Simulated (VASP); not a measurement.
The system is LiH.

```
Li H
1.0
     2.70703    0.00000    0.00000
     0.00000    2.70703    0.00000
     0.00000    0.00000    2.70703
Li H
1 1
Direct
  0.00000 0.00000 0.00000
  0.50000 0.50000 0.50000
```

| Quantity | Value |
| --- | --- |
| Program | VASP 6.6.1 |
| Task | relaxation of cell and atoms |
| Functional | PBE |
| Potentials or basis | VASP PAW PBE potentials, release 64 (Li_sv, H) |
| Cutoff | 750 eV |
| k mesh | 10 × 10 × 10 |
| Occupations | gaussian, width 0.02 eV |
| Spin | no spin polarisation |

At the start: pressure -5.7 GPa; volume 9.92 Å³/atom.

Q: How do energy, volume and symmetry change on relaxing?

A: Over 6 steps the energy falls by 42.8 meV/atom and the volume is 7.86 Å³/atom (-20.7 %); space group Pm-3m (No. 221, to 0.05 Å).

The path:
| step | energy change (eV) | largest force (eV/Å) | pressure (GPa) | volume (Å³) |
| --- | --- | --- | --- | --- |
| 1 | 0.0000 | 0.0000 | -5.68 | 19.84 |
| 2 | -0.0326 | 0.0000 | -4.81 | 18.85 |
| 3 | -0.0786 | 0.0000 | -2.07 | 16.77 |
| 4 | -0.0220 | 0.0000 | 8.83 | 13.10 |
| 5 | -0.0855 | 0.0000 | -0.32 | 15.87 |
| 6 | -0.0857 | 0.0000 | 0.01 | 15.73 |

Final structure:
```
Li H
1.0
     2.50542    0.00000    0.00000
     0.00000    2.50542    0.00000
     0.00000    0.00000    2.50542
Li H
1 1
Cartesian
  0.0000 0.0000 0.0000
  1.2527 1.2527 1.2527
```

Caveat: the volume moved by over 15 % at a fixed basis, so the end points are rough.
